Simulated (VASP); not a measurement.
Crystal: Si.

```
CELL_PARAMETERS angstrom
2.44400 0.00000 0.00000
-1.22200 2.11657 0.00000
0.00000 0.00000 4.15200
ATOMIC_POSITIONS crystal
Si 0.33333 0.66667 0.25000
Si 0.66667 0.33333 0.75000
```

This isn't the form of Si at room conditions, which is diamond.

```yaml
Program: VASP 6.6.1
Task: relaxation of cell and atoms
Functional: LDA
Potentials_or_basis: VASP PAW LDA potentials, release 64 (Si)
Cutoff: 600 eV
k_mesh: 22 × 22 × 12
Occupations: fermi-dirac, width 0.05 eV
Spin: no spin polarisation
```

At the start: pressure 42.6 GPa; volume 10.74 Å³/atom.

Q: How do energy, volume and symmetry change on relaxing?

A: Over 7 steps the energy falls by 322.2 meV/atom and the volume is 13.83 Å³/atom (+28.8 %); space group P6_3/mmc (No. 194, to 0.1 Å) before and after.

The path:
```
step  energy change (eV)  largest force (eV/Å)  pressure (GPa)  volume (Å³)
   1              0.0000                0.0000           42.63        21.48
   2             -0.5083                0.0000           -9.60        31.64
   3             -0.6428                0.0000            0.37        27.52
   4             -0.6429                0.0000           -0.07        27.65
   5             -0.6443                0.0000           -0.04        27.66
   6             -0.6445                0.0000           -0.01        27.67
   7             -0.6445                0.0000            0.00        27.67
```

Final structure:
```xyz
2
Lattice="2.6490 0.0000 0.0000 -1.3245 2.2941 0.0000 0.0000 0.0000 4.5529" Properties=species:S:1:pos:R:3 pbc="T T T"
Si    0.0000    1.5294    1.1382
Si    1.3245    0.7647    3.4147
```

Caveat: the volume moved by over 15 % at a fixed basis, so the end points are rough.
